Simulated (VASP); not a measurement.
**Y: single point with r2SCAN**

Y:

```
Y
1.0
     0.00000    2.48500    2.48500
     2.48500    0.00000    2.48500
     2.48500    2.48500    0.00000
Y
1
Direct
  0.00000 0.00000 0.00000
```

| Property | Result |
| --- | --- |
| Program | VASP 6.6.1 |
| Task | single point |
| Functional | r2SCAN |
| Potentials or basis | VASP PAW PBE potentials, release 64 (Y_sv) |
| Cutoff | 520 eV |
| k mesh | 16 × 16 × 16 |
| Occupations | gaussian, width 0.15 eV |
| Spin | no spin polarisation |
| Dipole correction | no |
| Further INCAR settings | ALGO = Normal; EDIFF = 1e-06; NBANDS = 12 |

```
Pressure : 3.5 GPa
```

Levels at points of the mesh, in eV from the Fermi level:
| k point | band 3 | band 4 | band 5 | band 6 | band 7 | band 8 |
| --- | --- | --- | --- | --- | --- | --- |
| (0.00, 0.00, 0.00) | -23.02 | -23.02 | -5.08 | 2.11 | 2.11 | 2.11 |
| (0.50, 0.00, 0.00) | -23.11 | -23.11 | -2.08 | 0.63 | 1.90 | 1.90 |
| (0.50, 0.50, 0.00) | -23.27 | -23.27 | -1.96 | -0.97 | 2.31 | 6.01 |

Wall time 92 s on 1 thread of Intel(R) Xeon(R) 6975P-C (Granite Rapids) (shared host), peak memory 0.22 GiB.

Caveat: the PAW data sets were made with another functional, which shifts forces and pressure a little.
